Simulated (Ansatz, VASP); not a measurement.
## Two plane-wave programs on Cd6Te

```
Cd Te
1.0
     5.32783    0.00000    0.00000
    -2.66392    4.61404    0.00000
     0.00000    0.00000    7.78595
Cd Te
6 1
Direct
  0.65188 0.65188 0.31962
  0.34812 0.00000 0.31962
  0.00000 0.65188 0.68038
  0.00000 0.34812 0.31962
  0.65188 0.00000 0.68038
  0.34812 0.34812 0.68038
  0.00000 0.00000 0.00000
```

Alike in both runs: functional PBE; k mesh 6 × 6 × 4; occupations gaussian, width 0.1 eV; no spin polarisation.

Ansatz relaxed the structure, and its values are those at the end. VASP's run is a single point on that final structure, the one shown.

|  | VASP | Ansatz |
| --- | --- | --- |
| version | VASP 6.6.1 | Ansatz 0.2.0 |
| potentials or method | VASP PAW PBE potentials, release 64 (Cd, Te), cutoff 520 eV | scalar-relativistic, plane waves, PAW |
| valence electrons in the cell | 78 | 136 |

|  | VASP | Ansatz | Ansatz less VASP |
| --- | --- | --- | --- |
| gap on the k mesh at the Fermi level (eV) | none | none | - |
| pressure (GPa) | 0.2 | 0.0 | -0.20 |

A gap of «none» marks a metal or a gap that the smearing closes. VASP's potentials hold 78 valence electrons a cell and Ansatz's 136, so a difference there can come from the potentials and not from the codes.

Neither program's run includes spin-orbit coupling.
